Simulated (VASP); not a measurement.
Wanted: the native input for a VASP 6.6.1 run.

| Quantity | Value |
| --- | --- |
| Task | single point |
| Functional | PBE |
| Potentials or basis | VASP PAW PBE potentials, release 64 (In_d, Sb) |
| Cutoff | 520 eV |
| k mesh | 8 × 8 × 8 |
| Occupations | gaussian, width 0.15 eV |
| Spin | no spin polarisation |
| Dipole correction | no |
| Further INCAR settings | ALGO = Normal; EDIFF = 1e-07; NBANDS = 22 |

The structure of InSb3 lies in POSCAR:

```
InSb3
1.0
    4.7657240740     -0.1124036941     -0.1124036941
   -0.1124036941      4.7657240740     -0.1124036941
   -0.1124036941     -0.1124036941      4.7657240740
In Sb
1 3
Direct
    0.0000000000      0.0000000000      0.0000000000
    0.5000000000      0.0000000000      0.5000000000
    0.0000000000      0.5000000000      0.5000000000
    0.5000000000      0.5000000000      0.0000000000
```

One way to write it, as run:

INCAR

```
PREC = Accurate
ENCUT = 520
EDIFF = 1E-7
ISMEAR = 0
SIGMA = 0.15
LREAL = False
LASPH = True
NELM = 100
ALGO = Normal
ISIF = 2
LWAVE = False
LCHARG = True
GGA = PE
LELF = True
LVHAR = True
NBANDS = 22
```

KPOINTS

```
Automatic mesh
0
Gamma
  8 8 8
```

Potentials or basis: VASP PAW PBE potentials, release 64 (In_d, Sb).

Run with:

```sh
$ cat potpaw_PBE.64/In_d/POTCAR potpaw_PBE.64/Sb/POTCAR > POTCAR
$ mpirun -np 1 vasp_std > vasp.out
```

It gave:

| Property | Result |
| --- | --- |
| Pressure | 1.8 GPa |
| Band gap on the k mesh | zero (band 14 reaches 11.34 eV, above the bottom of band 15 at 7.04 eV) |

Caveat: spin-orbit coupling is left out, which moves the levels of the heavy elements.

Run time: 85 s on 1 thread of Intel(R) Xeon(R) Platinum 8375C CPU @ 2.90GHz (Ice Lake), with other jobs on the host, peak memory 0.29 GiB.
